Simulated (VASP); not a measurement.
In:

```
In
1.0
     2.83227   -4.22735    0.00000
     2.83227    4.22735    0.00000
     0.00000    0.00000    6.40302
In
5
Direct
  0.50000 0.00000 0.25000
  0.00000 0.50000 0.75000
  0.00000 0.50000 0.25000
  0.50000 0.00000 0.75000
  0.00000 0.00000 0.00000
```

```yaml
Program: VASP 6.6.1
Task: relaxation of cell and atoms
Functional: PBE
Potentials_or_basis: VASP PAW PBE potentials, release 64 (In_d)
Cutoff: 600 eV
k_mesh: 4 × 4 × 4
Occupations: gaussian, width 0.1 eV
Spin: no spin polarisation
```

At the start: pressure 4.0 GPa; volume 30.67 Å³/atom.

Problem. Where does the relaxation end?

Solution. Over 29 steps the energy falls by 166.2 meV/atom and the volume is 30.09 Å³/atom (-1.9 %); space group P4/mmm (No. 123, to 0.05 Å).

The path:
| step | energy change (eV) | largest force (eV/Å) | pressure (GPa) | volume (Å³) |
| --- | --- | --- | --- | --- |
| 1 | 0.0000 | 0.5238 | 3.98 | 153.33 |
| 2 | -0.3902 | 0.1925 | -0.17 | 170.66 |
| 3 | -0.4007 | 0.1218 | -1.07 | 176.49 |
| 4 | -0.4024 | 0.1389 | -0.85 | 175.03 |
| 5 | -0.4590 | 0.1372 | -0.60 | 171.76 |
| 6 | -0.5156 | 0.1496 | -0.07 | 166.59 |
| 7 | -0.5033 | 0.1177 | 1.54 | 155.93 |
| 8 | -0.5373 | 0.1499 | 0.44 | 162.27 |
| 9 | -0.5377 | 0.1428 | 0.59 | 161.33 |
| 10 | -0.5680 | 0.0652 | 0.08 | 163.24 |
| 11 | -0.5791 | 0.0232 | -0.41 | 164.84 |
| 12 | -0.6068 | 0.0991 | -0.14 | 161.84 |
| 13 | -0.6376 | 0.2482 | 0.28 | 157.96 |
| 14 | -0.6592 | 0.4194 | 1.12 | 149.83 |
| 15 | -0.6672 | 0.4307 | 1.08 | 149.51 |
| 16 | -0.7084 | 0.4176 | 0.95 | 148.51 |
| 17 | -0.7488 | 0.3724 | 1.13 | 146.29 |
| 18 | -0.7510 | 0.3807 | 1.08 | 146.72 |
| 19 | -0.7678 | 0.3454 | 0.78 | 147.72 |
| 20 | -0.8013 | 0.2490 | 0.04 | 150.74 |
| 21 | -0.8066 | 0.0917 | -0.91 | 156.87 |
| 22 | -0.8129 | 0.1544 | -0.57 | 154.37 |
| 23 | -0.8196 | 0.1177 | -0.45 | 153.54 |
| 24 | -0.8261 | 0.0433 | -0.15 | 152.05 |
| 25 | -0.8264 | 0.0168 | -0.04 | 151.58 |
| 26 | -0.8295 | 0.0147 | 0.06 | 151.11 |
| 27 | -0.8307 | 0.0132 | 0.11 | 150.74 |
| 28 | -0.8303 | 0.0109 | 0.21 | 150.00 |
| 29 | -0.8310 | 0.0126 | 0.12 | 150.46 |

Final structure:
```xyz
5
Lattice="3.2016 -3.2011 0.0000 3.2016 3.2011 0.0000 0.0000 0.0000 7.3403" Properties=species:S:1:pos:R:3 pbc="T T T"
In    1.6008   -1.6005    2.1594
In    1.6008    1.6005    5.1809
In    1.6008    1.6005    2.1594
In    1.6008   -1.6005    5.1809
In    0.0000    0.0000    0.0000
```
